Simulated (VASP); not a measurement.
Here is a VASP 6.6.1 calculation.

INCAR

```
SYSTEM = LuP
PREC = Accurate ; ENCUT = 600
EDIFF = 1E-7 ; ISMEAR = -1
SIGMA = 0.1 ; LREAL = .FALSE.
LASPH = .TRUE. ; NELM = 60
ALGO = Normal ; ISIF = 3
LWAVE = .FALSE. ; LCHARG = .FALSE.
GGA = PS ; IBRION = 2
NSW = 100 ; EDIFFG = -0.002
```

KPOINTS

```
Automatic mesh
0
G
  16 16 16
  0 0 0
```

POSCAR

```
LuP
1.0
    0.0000000000      2.7618574834      2.7618574834
    2.7618574834      0.0000000000      2.7618574834
    2.7618574834      2.7618574834      0.0000000000
Lu P
1 1
Direct
    0.0000000000      0.0000000000      0.0000000000
    0.5000000000      0.5000000000      0.5000000000
```

Potentials or basis: VASP PAW PBE potentials, release 64 (Lu, P).

Run with:

```console
$ cat potpaw_PBE.64/Lu/POTCAR potpaw_PBE.64/P/POTCAR > POTCAR
$ mpirun -np 1 vasp_std > vasp.out
```

Predict the space group after relaxing (to 0.1 Å).

Fm-3m (No. 225).

What does it give for the relaxed cell?

a = 3.857 Å, b = 3.857 Å, c = 3.857 Å, α = 60.00°, β = 60.00°, γ = 60.00°.

Final structure:
```cif
data_structure
_symmetry_space_group_name_H-M 'P 1'
_symmetry_Int_Tables_number 1
_cell_length_a 3.8573
_cell_length_b 3.8573
_cell_length_c 3.8573
_cell_angle_alpha 60.000
_cell_angle_beta 60.000
_cell_angle_gamma 60.000
_cell_volume 40.58
loop_
_atom_site_label
_atom_site_type_symbol
_atom_site_fract_x
_atom_site_fract_y
_atom_site_fract_z
_atom_site_occupancy
Lu1 Lu 0.00000 0.00000 0.00000 1
P1 P 0.50000 0.50000 0.50000 1
```
